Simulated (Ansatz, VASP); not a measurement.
**One calculation of Ba3Bi2, two programs**

The input INCAR:

```
SYSTEM = Ba3Bi2
ALGO = Fast ; EDIFF = 1E-7
ENCUT = 520 ; GGA = PE
ISIF = 2 ; ISMEAR = 0
LASPH = .True. ; LCHARG = .True.
LELF = .True. ; LREAL = .False.
LVHAR = .True. ; LWAVE = .False.
NBANDS = 71 ; NELM = 80
PREC = Accurate ; SIGMA = 0.2
```

KPOINTS

```
k-points
0
Gamma
  4 4 1
  0 0 0
```

Contents of POSCAR:

```
Ba3Bi2
1.0
    5.0215976464      0.0000000000      0.0000000000
    0.0000000000      5.0215976464      0.0000000000
    0.0000000000      0.0000000000     19.2748407544
Ba Bi
6 4
Direct
    1.0000000000      0.5000000000      0.1795918903
    0.0000000000      0.5000000000      0.6795918903
    0.5000000000      0.0000000000      0.3204081097
    0.5000000000      0.0000000000      0.8204081097
    0.5000000000      0.5000000000      0.0000000000
    0.5000000000      0.5000000000      0.5000000000
    0.5000000000      0.0000000000      0.1321608695
    0.5000000000      0.0000000000      0.6321608695
    0.0000000000      0.5000000000      0.3678391305
    0.0000000000      0.5000000000      0.8678391305
```

Input for Ansatz:

```yaml
crystal:
  lattice:
    - [5.0215976464, 0.0, 0.0]
    - [0.0, 5.0215976464, 0.0]
    - [0.0, 0.0, 19.2748407544]
  atoms:
    - { symbol: Ba, position: [1.0, 0.5, 0.1795918903] }
    - { symbol: Ba, position: [0.0, 0.5, 0.6795918903] }
    - { symbol: Ba, position: [0.5, 0.0, 0.3204081097] }
    - { symbol: Ba, position: [0.5, 0.0, 0.8204081097] }
    - { symbol: Ba, position: [0.5, 0.5, 0.0] }
    - { symbol: Ba, position: [0.5, 0.5, 0.5] }
    - { symbol: Bi, position: [0.5, 0.0, 0.1321608695] }
    - { symbol: Bi, position: [0.5, 0.0, 0.6321608695] }
    - { symbol: Bi, position: [0.0, 0.5, 0.3678391305] }
    - { symbol: Bi, position: [0.0, 0.5, 0.8678391305] }
basis:
  ecutwfc: 420
kpoints:
  mp_grid: { grid: [4, 4, 1] }
hamiltonian:
  xc: pbe
scf:
  occupations: { method: gaussian, width: 0.2 }
  lower_state_search: "off"
output:
  forces: true
  stress: true
  eigenvalues: true
```

Alike in both runs: task single point; functional PBE; k mesh 4 × 4 × 1; occupations gaussian, width 0.2 eV; no spin polarisation.

|  | VASP | Ansatz |
| --- | --- | --- |
| version | VASP 6.6.1 | Ansatz 0.2.0 |
| potentials or method | VASP PAW PBE potentials, release 64 (Ba_sv, Bi_d), cutoff 520 eV | scalar-relativistic, plane waves, PAW |
| valence electrons in the cell | 120 | 120 |

|  | VASP | Ansatz | Ansatz less VASP |
| --- | --- | --- | --- |
| gap on the k mesh at the Fermi level (eV) | none | none | - |
| pressure (GPa) | 0.2 | 0.0 | -0.20 |

A gap of «none» marks a metal or a gap that the smearing closes.

Spin-orbit coupling is off throughout.
